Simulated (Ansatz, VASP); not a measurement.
# Sb3Se: VASP beside Ansatz

```xyz
4
Lattice="3.8450 0.0000 0.0000 0.0000 3.8450 0.0000 0.0000 0.0000 10.0414" Properties=species:S:1:pos:R:3 pbc="T T T"
Sb    1.9225    1.9225    7.6862
Sb    0.0000    0.0000    5.0207
Sb    1.9225    1.9225    2.3552
Se    0.0000    0.0000    0.0000
```

Change from the starting cell: species swapped into the Dy3Mg type (P4/mmm, No. 123).

Alike in both runs: task relaxation of cell and atoms; functional PBE; k mesh 4 × 4 × 2; occupations gaussian, width 0.1 eV; no spin polarisation.

|  | VASP | Ansatz |
| --- | --- | --- |
| version | VASP 6.6.1 | Ansatz 0.2.0 |
| potentials or method | VASP PAW PBE potentials, release 64 (Sb, Se), cutoff 600 eV | scalar-relativistic, plane waves, PAW |
| valence electrons in the cell | 21 | 61 |

Ansatz gave:

* gap on the k mesh at the Fermi level, each at its own relaxed structure (eV): none
* relaxed volume (Å³/atom): 26.00
* relaxed length of the cell vector where the two differ most in proportion (Å): 7.954

**Question.** What did VASP give for the same quantities?

**Answer.** gap on the k mesh at the Fermi level, each at its own relaxed structure (eV): none; relaxed volume (Å³/atom): 26.01; relaxed length of the cell vector where the two differ most in proportion (Å): 7.824.

A gap of «none» marks a metal or a gap that the smearing closes. VASP's potentials hold 21 valence electrons a cell and Ansatz's 61, so a difference there can come from the potentials and not from the codes.

The k mesh is coarse, so the values compare programs but aren't converged. Spin-orbit coupling is off throughout. Noted on VASP's run: the volume moved by over 15 % at a fixed basis, so the end points are rough.
